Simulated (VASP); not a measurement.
# Te2Mo in VASP: further runs

The runs below take Te2Mo through single point, relaxation of cell and atoms, with PBEsol.

Everything below comes from runs of VASP 6.6.1. Logs are shortened: lines on timing, memory, paths and dates and some standing lists are left out, and cuts for length are marked.

**1. The cell of the first run**

The cell holds a slab with vacuum, 6 atoms: a = 3.493 Å, b = 3.493 Å, c = 24.160 Å, α = 90.00°, β = 90.00°, γ = 120.00°.

**2. Single point, PBEsol**

Input file INCAR:

```
SYSTEM = Te2Mo
ALGO = Normal ; EDIFF = 1E-6
ENCUT = 520 ; GGA = PS
ISIF = 2 ; ISMEAR = 0
LASPH = .True. ; LCHARG = .True.
LELF = .True. ; LREAL = .False.
LVHAR = .True. ; LWAVE = .False.
NBANDS = 35 ; NELM = 100
PREC = Accurate ; SIGMA = 0.15
```

Input file KPOINTS:

```
k-points
0
Gamma
  7 7 1
  0 0 0
```

Input file POSCAR:

```
Te2Mo
1.0
    3.4926614695      0.0000000000      0.0000000000
   -1.7463307347      3.0247335594      0.0000000000
    0.0000000000      0.0000000000     24.1600652516
Te Mo
4 2
Direct
    0.3333333333      0.6666666667      0.0699211317
    0.6666666667      0.3333333333      0.7807144092
    0.6666666667      0.3333333333      0.9300788683
    0.3333333333      0.6666666667      0.2192855908
    0.3333333333      0.6666666667      0.8552946294
    0.6666666667      0.3333333333      0.1447053706
```

Potentials or basis: VASP PAW PBE potentials, release 64 (Te, Mo_sv).

Run with:

```console
> cat potpaw_PBE.64/Te/POTCAR potpaw_PBE.64/Mo_sv/POTCAR > POTCAR
> mpirun -np 1 vasp_std > vasp.out
```

OUTCAR:

```text
SYSTEM = Te2Mo
   EDIFF = 1E-6
   ENCUT = 520
   GGA = PS
   ISIF = 2
   ISMEAR = 0
   LASPH = .True.
   LREAL = .False.
   NELM = 100
   PREC = Accurate

 ion  position               nearest neighbor table
   1  0.333  0.667  0.070-   6 2.71   6 2.71   6 2.71   4 3.61
   2  0.667  0.333  0.781-   5 2.70   5 2.70   5 2.70   3 3.61
   3  0.667  0.333  0.930-   5 2.71   5 2.71   5 2.71   2 3.61
   4  0.333  0.667  0.219-   6 2.70   6 2.70   6 2.70   1 3.61
   5  0.333  0.667  0.855-   2 2.70   2 2.70   2 2.70   3 2.71   3 2.71   3 2.71
   6  0.667  0.333  0.145-   4 2.70   4 2.70   4 2.70   1 2.71   1 2.71   1 2.71

  LATTYP: Found a hexagonal cell.
 ALAT       =     3.4926614695
 C/A-ratio  =     6.9173796151

  Lattice vectors:

 A1 = (   3.4926614695,   0.0000000000,   0.0000000000)
 A2 = (  -1.7463307347,   3.0247335594,   0.0000000000)
 A3 = (   0.0000000000,   0.0000000000,  24.1600652516)

Analysis of symmetry for initial positions (statically):
=====================================================================
 Subroutine PRICEL returns:
 Original cell was already a primitive cell.

 Routine SETGRP: Setting up the symmetry group for a
 hexagonal supercell.

 Subroutine GETGRP returns: Found 12 space group operations
 (whereof 12 operations were pure point group operations)
 out of a pool of 24 trial point group operations.

The static configuration has the point symmetry D_3d.

Analysis of symmetry for dynamics (positions and initial velocities):
=====================================================================
 Subroutine PRICEL returns:
 Original cell was already a primitive cell.

 Routine SETGRP: Setting up the symmetry group for a
 hexagonal supercell.

 Subroutine GETGRP returns: Found 12 space group operations
 (whereof 12 operations were pure point group operations)
 out of a pool of 24 trial point group operations.

The dynamic configuration has the point symmetry D_3d.

 Subroutine INISYM returns: Found 12 space group operations
 (whereof 12 operations are pure point group operations),
 and found     1 'primitive' translations

----------------------------------------------------------------------------------------

                                     Primitive cell

  volume of cell :     255.2359

  direct lattice vectors                    reciprocal lattice vectors
     3.492661469  0.000000000  0.000000000     0.286314608  0.165303816  0.000000000
    -1.746330735  3.024733559  0.000000000     0.000000000  0.330607632  0.000000000
     0.000000000  0.000000000 24.160065252     0.000000000  0.000000000  0.041390617

  length of vectors
     3.492661469  3.492661469 24.160065252     0.330607632  0.330607632  0.041390617

  position of ions in fractional coordinates (direct lattice)
     0.333333333  0.666666667  0.069921132
     0.666666667  0.333333333  0.780714409
     0.666666667  0.333333333  0.930078868
     0.333333333  0.666666667  0.219285591
     0.333333333  0.666666667  0.855294629
     0.666666667  0.333333333  0.144705371

  ion indices of the primitive-cell ions
   primitive index   ion index
                 1           1
                 2           2
                 3           3
                 4           4
                 5           5
                 6           6

----------------------------------------------------------------------------------------

 KPOINTS: k-points

Automatic generation of k-mesh.
 Grid dimensions read from file:
 generate k-points for:    7    7    1

 Generating k-lattice:

  Cartesian coordinates                     Fractional coordinates (reciprocal lattice)
     0.040902087  0.023614831  0.000000000     0.142857143  0.000000000  0.000000000
     0.000000000  0.047229662  0.000000000     0.000000000  0.142857143  0.000000000
     0.000000000  0.000000000  0.041390617     0.000000000  0.000000000  1.000000000

  Length of vectors
     0.047229662  0.047229662  0.041390617

  Shift w.r.t. Gamma in fractional coordinates (k-lattice)
     0.000000000  0.000000000  0.000000000

 Subroutine IBZKPT returns following result:
 ===========================================

 Found      8 irreducible k-points:

 Following reciprocal coordinates:
            Coordinates               Weight
  0.000000  0.000000  0.000000      1.000000
  0.142857 -0.000000  0.000000      6.000000
  0.285714  0.000000  0.000000      6.000000
  0.428571 -0.000000  0.000000      6.000000
  0.142857  0.142857  0.000000      6.000000
  0.285714  0.142857  0.000000     12.000000
  0.428571  0.142857  0.000000      6.000000
  0.285714  0.285714  0.000000      6.000000
   k-points           NKPTS =      8   k-points in BZ     NKDIM =      8   number of bands    NBANDS=     35
   number of dos      NEDOS =    301   number of ions     NIONS =      6
   total plane-waves  NPLWV = 141120
   dimension x,y,z NGX =    28 NGY =   28 NGZ =  180
   dimension x,y,z NGXF=    56 NGYF=   56 NGZF=  360
   ions per type =               4   2
   NGX,Y,Z   is equivalent  to a cutoff of  13.33, 13.33, 12.39 a.u.
   NGXF,Y,Z  is equivalent  to a cutoff of  26.66, 26.66, 24.77 a.u.
 SYSTEM =  Te2Mo
   PREC   = accura    normal or accurate (medium, high low for compatibility)
   ISTART =      0    job   : 0-new  1-cont  2-samecut
   ICHARG =      2    charge: 1-file 2-atom 10-const
   ISPIN  =      1    spin polarized calculation?
   LNONCOLLINEAR =      F non collinear calculations
   LSORBIT =      F    spin-orbit coupling
   LASPH  =      T    aspherical Exc in radial PAW
   ENCUT  =  520.0 eV  38.22 Ry    6.18 a.u.   6.49  6.49 44.92*2*pi/ulx,y,z
   NELM   =    100;   NELMIN=  2; NELMDL= -5     # of ELM steps
   EDIFF  = 0.1E-05   stopping-criterion for ELM
   LREAL  =      F    real-space projection
   EDIFFG = 0.1E-04   stopping-criterion for IOM
   NSW    =      0    number of steps for IOM
   IBRION =     -1    ionic relax: 0-MD 1-quasi-New 2-CG
   NFREE  =      0    steps in history (QN), initial steepest desc. (CG)
   ISIF   =      2    stress and relaxation
   ISYM   =      2    0-nonsym 1-usesym 2-fastsym
   POTIM  = 0.5000    time-step for ionic-motion
   TEBEG  =    0.0;   TEEND  =   0.0 temperature during run
   PSTRESS=    0.0 pullay stress
   NELECT =      52.0000    total number of electrons
   NUPDOWN=      -1.0000    fix difference up-down
   EMIN   =  10.00;   EMAX   =-10.00  energy-range for DOS
   EFERMI =   0.00;   METHOD = LEGACY
   ISMEAR =     0;   SIGMA  =   0.15  broadening in eV -4-tet -1-fermi 0-gaus
   EFERMI_NEDOS =   21; number of points for ismear=-14 and -15
   IALGO  =     38    algorithm
   IMIX   =      4    mixing-type and parameters
     AMIX     =   0.40;   BMIX     =  1.00
     AMIX_MAG =   1.60;   BMIX_MAG =  1.00
  volume/ion in A,a.u.               =      42.54       287.07
  Fermi-wavevector in a.u.,A,eV,Ry     =   0.963301  1.820375 12.625512  0.927949
  Thomas-Fermi vector in A             =   2.092835
   LORBIT       =      0    0 simple, 1 ext, 2 COOP (PROOUT), +10 PAW based schemes
   GGA     = PS    functional components
   LHFCALC =     F    Hartree Fock is set to
   AEXX    =    0.0000 exact exchange contribution
   IVDW    =     0    specifies the selected vdW correction
   LEPSILON=     F    determine dielectric tensor
   LRPA    =     F    only Hartree local field effects (RPA)
 non-spin polarized calculation
 Gauss-broadening in eV      SIGMA  =   0.15
  energy-cutoff  :      520.00
  volume of cell :      255.24
 maximum number of plane-waves:      6965
 NGX is ok and might be reduce to    28
   NGX = 13   NGY = 13   NGZ = 89

 number of electron      52.0000004 magnetization

 Free energy of the ion-electron system (eV)
  ---------------------------------------------------
  ext. energy  EPLUGINS =         0.00000000
  ---------------------------------------------------
  free energy    TOTEN  =       -39.31229170 eV

  energy without entropy =      -39.31229168  energy(sigma->0) =      -39.31229169

 E-fermi :   3.1486     XC(G=0):  -6.5904

 val. band max:        2.6222877871   @ k =   0.0000   0.0000   0.0000
 cond. band min:       3.7240136007   @ k =   0.2857   0.1429   0.0000
 fundamental gap:      1.1017258136
 Fermi energy:         3.1485751747

 k-point     1 :       0.0000    0.0000    0.0000
  band No.  band energies     occupation
      1     -57.9679      2.00000
      2     -57.9679      2.00000
      3     -32.1806      2.00000
      4     -32.1806      2.00000
      5     -32.0292      2.00000
      6     -32.0292      2.00000
[... 27 lines left out ...]
     34       6.1903      0.00000
     35       6.9103      0.00000

 k-point     2 :       0.1429   -0.0000    0.0000
  band No.  band energies     occupation
      1     -57.9658      2.00000
      2     -57.9658      2.00000
      3     -32.1746      2.00000
      4     -32.1746      2.00000
      5     -32.0563      2.00000
      6     -32.0563      2.00000
[... 27 lines left out ...]
     34       6.1106      0.00000
     35       7.2775      0.00000

 k-point     3 :       0.2857    0.0000    0.0000
  band No.  band energies     occupation
      1     -57.9612      2.00000
      2     -57.9612      2.00000
      3     -32.1610      2.00000
      4     -32.1610      2.00000
      5     -32.1168      2.00000
      6     -32.1168      2.00000
[... 27 lines left out ...]
     34       6.4135      0.00000
     35       8.1193      0.00000

 k-point     4 :       0.4286   -0.0000    0.0000
  band No.  band energies     occupation
      1     -57.9574      2.00000
      2     -57.9574      2.00000
      3     -32.1648      2.00000
      4     -32.1648      2.00000
      5     -32.1501      2.00000
      6     -32.1501      2.00000
[... 27 lines left out ...]
     34       6.5223      0.00000
     35       6.8470      0.00000

 k-point     5 :       0.1429    0.1429    0.0000
  band No.  band energies     occupation
      1     -57.9625      2.00000
      2     -57.9625      2.00000
      3     -32.1648      2.00000
      4     -32.1648      2.00000
      5     -32.0963      2.00000
      6     -32.0963      2.00000
[... 27 lines left out ...]
     34       6.2998      0.00000
     35       7.9096      0.00000

 k-point     6 :       0.2857    0.1429    0.0000
  band No.  band energies     occupation
      1     -57.9583      2.00000
      2     -57.9583      2.00000
      3     -32.1526      2.00000
      4     -32.1525      2.00000
      5     -32.1429      2.00000
      6     -32.1429      2.00000
[... 27 lines left out ...]
     34       6.5256      0.00000
     35       7.9678      0.00000

 k-point     7 :       0.4286    0.1429    0.0000
  band No.  band energies     occupation
      1     -57.9564      2.00000
      2     -57.9564      2.00000
      3     -32.1632      2.00000
      4     -32.1632      2.00000
      5     -32.1471      2.00000
      6     -32.1471      2.00000
[... 27 lines left out ...]
     34       6.4462      0.00000
     35       7.0079      0.00000

 k-point     8 :       0.2857    0.2857    0.0000
  band No.  band energies     occupation
      1     -57.9559      2.00000
      2     -57.9559      2.00000
      3     -32.1458      2.00000
      4     -32.1458      2.00000
      5     -32.1453      2.00000
      6     -32.1453      2.00000
[... 27 lines left out ...]
     34       6.7444      0.00000
     35       7.6824      0.00000

------------------------ aborting loop because EDIFF is reached ----------------------------------------

  FORCE on cell =-STRESS in cart. coord.  units (eV):
  Direction    XX          YY          ZZ          XY          YZ          ZX
  --------------------------------------------------------------------------------------
  -------------------------------------------------------------------------------------
  Total        0.0914946      0.0914946      0.1846126      0.0000000     -0.0000000      0.0000000
  in kB        0.5743337      0.5743337      1.1588582      0.0000000     -0.0000000      0.0000000
  external PRESSURE =       0.7691752 kB  Pullay stress =       0.0000000 kB

 VOLUME and BASIS-vectors are now :
 -----------------------------------------------------------------------------
  energy-cutoff  :      520.00
  volume of cell :      255.24
      direct lattice vectors                 reciprocal lattice vectors
     3.492661469  0.000000000  0.000000000     0.286314608  0.165303816  0.000000000
    -1.746330735  3.024733559  0.000000000     0.000000000  0.330607632  0.000000000
     0.000000000  0.000000000 24.160065252     0.000000000  0.000000000  0.041390617

 POSITION                                       TOTAL-FORCE (eV/Angst)
 -----------------------------------------------------------------------------------
     -0.00000      2.01649      1.68930        -0.000000      0.000000     -0.031521
      1.74633      1.00824     18.86211         0.000000      0.000000     -0.029313
      1.74633      1.00824     22.47077         0.000000      0.000000      0.031521
     -0.00000      2.01649      5.29795         0.000000      0.000000      0.029313
     -0.00000      2.01649     20.66397        -0.000000      0.000000      0.000278
      1.74633      1.00824      3.49609         0.000000     -0.000000     -0.000278
 -----------------------------------------------------------------------------------
    total drift:                                0.000000      0.000000      0.000000

  FREE ENERGIE OF THE ION-ELECTRON SYSTEM (eV)
  ---------------------------------------------------
  free  energy   TOTEN  =       -39.3122916994 eV

  energy  without entropy=      -39.3122916832  energy(sigma->0) =      -39.31229169
```

It took 2.5 min on 1 thread of Intel Xeon Platinum 8259CL at 2.50GHz (Skylake/Cascade Lake), shared host; peak memory 0.39 GiB.

Results:

* Free energy: -39.3123 eV
* Largest force: 0.032 eV/Å
* Band gap on the k mesh: 1.10 eV (least direct gap 1.40 eV)

Forces in eV/Å, atoms in the order of the input:
```
Te   0.000  0.000 -0.032
Te   0.000  0.000 -0.029
Te   0.000  0.000  0.032
Te   0.000  0.000  0.029
Mo   0.000  0.000  0.000
Mo   0.000  0.000  0.000
```

Levels at points of the mesh, in eV from the valence-band top:
| k point | band 22 | band 23 | band 24 | band 25 | band 26 | band 27 | band 28 | band 29 | band 30 | band 31 |
| --- | --- | --- | --- | --- | --- | --- | --- | --- | --- | --- |
| (0.00, 0.00, 0.00) | -0.90 | -0.88 | -0.88 | -0.76 | 0.00 | 3.15 | 3.15 | 3.23 | 3.23 | 3.45 |

Caveat: the PAW data sets were made with another functional, which shifts forces and pressure a little; spin-orbit coupling is left out, which moves the levels of the heavy elements.

**3. Relaxation of cell and atoms, PBEsol**

This run uses another cell than the first one.

Input file INCAR:

```
SYSTEM = Te2Mo
PREC = Accurate
ENCUT = 600
EDIFF = 1E-6
ISMEAR = 0
SIGMA = 0.15
LREAL = .False.
LASPH = .True.
NELM = 100
ALGO = Normal
ISIF = 3
LWAVE = .False.
LCHARG = .False.
GGA = PS
IBRION = 2
NSW = 50
EDIFFG = -0.01
```

Input file KPOINTS:

```
Automatic mesh
0
Gamma
  7 7 1
  0 0 0
```

Input file POSCAR:

```
Te2Mo
1.0
    3.5603917400      0.0000000000      0.0000000000
   -1.7801958700      3.0833896900      0.0000000000
    0.0000000000      0.0000000000     24.8112624000
Te Mo
4 2
Direct
    0.3333333333      0.6666666667      0.0793711400
    0.6666666667      0.3333333333      0.7763605200
    0.6666666667      0.3333333333      0.9206288600
    0.3333333333      0.6666666667      0.2236394800
    0.3333333333      0.6666666667      0.8484585100
    0.6666666667      0.3333333333      0.1515414900
```

Potentials or basis: VASP PAW PBE potentials, release 64 (Te, Mo_sv).

Run with:

```console
> cat potpaw_PBE.64/Te/POTCAR potpaw_PBE.64/Mo_sv/POTCAR > POTCAR
> mpirun -np 1 vasp_std > vasp.out
```

Wall time 39 min (1 thread of Intel Xeon Platinum 8259CL at 2.50GHz (Skylake/Cascade Lake), shared host); peak memory 0.46 GiB.

The run converged. Its results:

```
Free energy                           : -39.3157 eV
Relaxed cell                          : a = 3.492 Å, b = 3.492 Å, c = 23.424 Å, α = 90.00°, β = 90.00°, γ = 120.00°
Space group after relaxing (to 0.1 Å) : P-3m1 (No. 164)
Energy gained by relaxing             : 14.7 meV/atom
Ionic steps                           : 32
Largest force after relaxing          : 0.007 eV/Å
Band gap on the k mesh                : 1.12 eV (least direct gap 1.40 eV)
```

Forces on the atoms (eV/Å):
```
Te   0.000  0.000 -0.007
Te   0.000  0.000 -0.003
Te   0.000  0.000  0.007
Te   0.000  0.000  0.003
Mo   0.000  0.000  0.001
Mo   0.000  0.000 -0.001
```

Step by step:
| step | energy change (eV) | largest force (eV/Å) | pressure (GPa) | volume (Å³) |
| --- | --- | --- | --- | --- |
| 1 | 0.0000 | 0.1375 | -1.49 | 272.38 |
| 2 | 0.0131 | 0.7700 | 2.22 | 256.03 |
| 3 | -0.0426 | 0.3022 | 0.17 | 264.56 |
| 4 | -0.0582 | 0.0625 | -0.02 | 262.79 |
| 5 | -0.0582 | 0.0700 | -0.02 | 262.85 |
| 6 | -0.0591 | 0.0672 | -0.04 | 262.62 |
| 7 | -0.0614 | 0.0589 | -0.12 | 261.95 |
| 8 | -0.0654 | 0.0637 | -0.27 | 260.61 |
| 9 | -0.0710 | 0.1669 | -0.54 | 257.90 |
| 10 | -0.0703 | 0.3422 | -1.00 | 252.39 |
| 11 | -0.0732 | 0.2132 | -0.67 | 256.13 |
| 12 | -0.0733 | 0.2128 | -0.67 | 256.06 |
| 13 | -0.0738 | 0.2096 | -0.66 | 255.86 |
| 14 | -0.0748 | 0.2044 | -0.64 | 255.45 |
| 15 | -0.0766 | 0.1929 | -0.60 | 254.65 |
| 16 | -0.0798 | 0.1696 | -0.53 | 253.04 |
| 17 | -0.0842 | 0.1675 | -0.35 | 249.82 |
| 18 | -0.0802 | 0.1786 | 0.09 | 243.39 |
| 19 | -0.0851 | 0.1694 | -0.22 | 248.11 |
| 20 | -0.0851 | 0.1699 | -0.21 | 247.78 |
| 21 | -0.0859 | 0.1406 | -0.17 | 247.76 |
| 22 | -0.0873 | 0.0650 | -0.07 | 247.72 |
| 23 | -0.0874 | 0.0913 | 0.12 | 247.62 |
| 24 | -0.0878 | 0.0422 | 0.02 | 247.67 |
| 25 | -0.0878 | 0.0394 | 0.02 | 247.67 |
| 26 | -0.0878 | 0.0402 | 0.00 | 247.68 |
| 27 | -0.0878 | 0.0375 | 0.02 | 247.67 |
| 28 | -0.0880 | 0.0247 | -0.01 | 247.70 |
| 29 | -0.0881 | 0.0036 | -0.07 | 247.77 |
| 30 | -0.0881 | 0.0036 | -0.04 | 247.59 |
| 31 | -0.0881 | 0.0106 | 0.02 | 247.30 |
| 32 | -0.0881 | 0.0073 | 0.00 | 247.42 |

Final structure:
```
Te Mo
1.0
     3.49242    0.00000    0.00000
    -1.74621    3.02452    0.00000
     0.00000    0.00000   23.42363
Te Mo
4 2
Cartesian
  0.0000 2.0163 1.6950
  1.7462 1.0082 18.1162
  1.7462 1.0082 21.7286
  0.0000 2.0163 5.3074
  0.0000 2.0163 19.9200
  1.7462 1.0082 3.5037
```

Levels at points of the mesh, in eV from the valence-band top:
```csv
k point,band 23,band 24,band 25,band 26,band 27,band 28,band 29,band 30
"(0.00, 0.00, 0.00)",-0.86,-0.86,-0.75,0.00,3.17,3.17,3.25,3.25
```

Caveat: the PAW data sets were made with another functional, which shifts forces and pressure a little; spin-orbit coupling is left out, which moves the levels of the heavy elements.
